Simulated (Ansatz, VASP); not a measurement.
This is a calculation of Co for Ansatz 0.2.0.

input.yaml

```yaml
crystal:
  lattice:
    - [-1.4145745, 1.39290955, 1.39215747]
    - [1.44298028, -1.37512715, 1.40278084]
    - [1.4112696, 1.37182225, -1.37437506]
  atoms:
    - { symbol: Co, position: [0.0, 0.0, 0.0], spin: 1.0 }
hamiltonian:
  xc: pbe
  pseudopotentials: { kind: paw }
magnetization:
  spin_polarized: true
  initial_magnetization: 1.0
  spin_locking: { lock_magnetization: hard }
kpoints:
  mp_grid: { grid: [11, 11, 11] }
scf:
  occupations: { method: fermi_dirac, width: 0.05 }
  lower_state_search: "off"
output:
  forces: true
  stress: true
  eigenvalues: true
```

Potentials or basis: Ansatz PAW.

Launch:

```bash
$ ansatz run input.yaml --threads 2 --pin off --max-ram 5632MiB --backend cpu --events-out ev --progress --plain --runs-dir out
```

Set up the same calculation for VASP 6.6.1. Potentials there: VASP PAW PBE potentials, release 64 (Co_sv).

As run (the cutoff follows the program's own potentials):

The input INCAR:

```
  PREC = Accurate
  ENCUT = 690
  EDIFF = 1E-6
  ISMEAR = -1
  SIGMA = 0.05
  LREAL = F
  LASPH = T
  NELM = 200
  ALGO = Normal
  ISIF = 2
  LWAVE = F
  LCHARG = F
  ISPIN = 2
  MAGMOM = 1
  LORBIT = 11
  NUPDOWN = 1.0
  LMAXMIX = 4
  GGA = PE
  NBANDS = 18
  GGA_COMPAT = F
```

Contents of KPOINTS:

```
Automatic mesh
0
Gamma
  11 11 11
```

The input POSCAR:

```
Co
1.0
   -1.4145745000      1.3929095500      1.3921574700
    1.4429802800     -1.3751271500      1.4027808400
    1.4112696000      1.3718222500     -1.3743750600
Co
1
Direct
    0.0000000000      0.0000000000      0.0000000000
```

Potentials or basis: VASP PAW PBE potentials, release 64 (Co_sv).

Launch:

```bash
$ cat potpaw_PBE.64/Co_sv/POTCAR > POTCAR
$ mpirun -np 1 vasp_std > vasp.out
```

Both were run:

|  | VASP | Ansatz | Ansatz less VASP |
| --- | --- | --- | --- |
| pressure (GPa) | -8.1 | -6.3 | +1.85 |
| traceless stress, the component that is largest in VASP (GPa) | -3.16 | -3.17 | -0.008 |
| net moment per atom (μB) | 1.00 | 1.00 | 0.000 |
| size of the moment on the site where the two differ most (μB) | 1.06 | 1.06 | +0.002 |

Site moments also hang on the region over which each program counts them. The functional is the same, so the differences come from potentials, cutoffs and numerics.
